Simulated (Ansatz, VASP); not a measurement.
HgP: VASP beside Ansatz

The input INCAR:

```
SYSTEM = HgP
PREC = Accurate
ENCUT = 520
EDIFF = 1E-7
ISMEAR = 0
SIGMA = 0.05
LREAL = .False.
LASPH = .True.
NELM = 100
ALGO = Normal
ISIF = 2
LWAVE = .False.
LCHARG = .False.
GGA = PS
NBANDS = 25
```

Contents of KPOINTS:

```
Automatic mesh
0
Gamma
  10 10 6
  0 0 0
```

The input POSCAR:

```
HgP
1.0
    3.6757958979      0.0000000000      0.0000000000
   -1.8378979490      3.1833326267      0.0000000000
    0.0000000000      0.0000000000      6.8554819369
Hg P
2 2
Direct
    0.0000000000      0.0000000000      0.0000000000
    0.0000000000      0.0000000000      0.5175042398
    0.3333333333      0.6666666667      0.2500000000
    0.6666666667      0.3333333333      0.7500000000
```

Input for Ansatz:

```yaml
crystal:
  lattice:
    - [3.6757958979, 0.0, 0.0]
    - [-1.837897949, 3.1833326267, 0.0]
    - [0.0, 0.0, 6.8554819369]
  atoms:
    - { symbol: Hg, position: [0.0, 0.0, 0.0] }
    - { symbol: Hg, position: [0.0, 0.0, 0.5175042398] }
    - { symbol: P, position: [0.3333333333, 0.6666666667, 0.25] }
    - { symbol: P, position: [0.6666666667, 0.3333333333, 0.75] }
basis:
  ecutwfc: 420
  ecutrho_ratio: 4
kpoints:
  mp_grid: { grid: [10, 10, 6] }
hamiltonian:
  xc: pbesol
scf:
  occupations: { method: gaussian, width: 0.05 }
output:
  forces: true
  stress: true
  eigenvalues: true
```

Alike in both runs: task single point; functional PBEsol; k mesh 10 × 10 × 6; occupations gaussian, width 0.05 eV; no spin polarisation.

```csv
,VASP,Ansatz
version,VASP 6.6.1,Ansatz 0.2.0
potentials or method,"VASP PAW PBE potentials, release 64 (Hg, P), cutoff 520 eV","scalar-relativistic, plane waves, PAW"
valence electrons in the cell,34,50
```

VASP gave:

```
gap on the k mesh at the Fermi level (eV)                     : none
pressure (GPa)                                                : 0.9
traceless stress, the component that is largest in VASP (GPa) : -0.03
rms of the force components (eV/Å)                            : 0.234
```

**Question.** Estimate Ansatz's values.

**Answer.** gap on the k mesh at the Fermi level (eV): none; pressure (GPa): 0.3; traceless stress, the component that is largest in VASP (GPa): -0.09; rms of the force components (eV/Å): 0.228.

VASP's potentials were made for PBE, not for PBEsol. Atom by atom the forces differ by 0.006 eV/Å (rms over components). A gap of «none» marks a metal or a gap that the smearing closes. VASP's potentials hold 34 valence electrons a cell and Ansatz's 50, so a difference there can come from the potentials and not from the codes.

Spin-orbit coupling is off throughout.
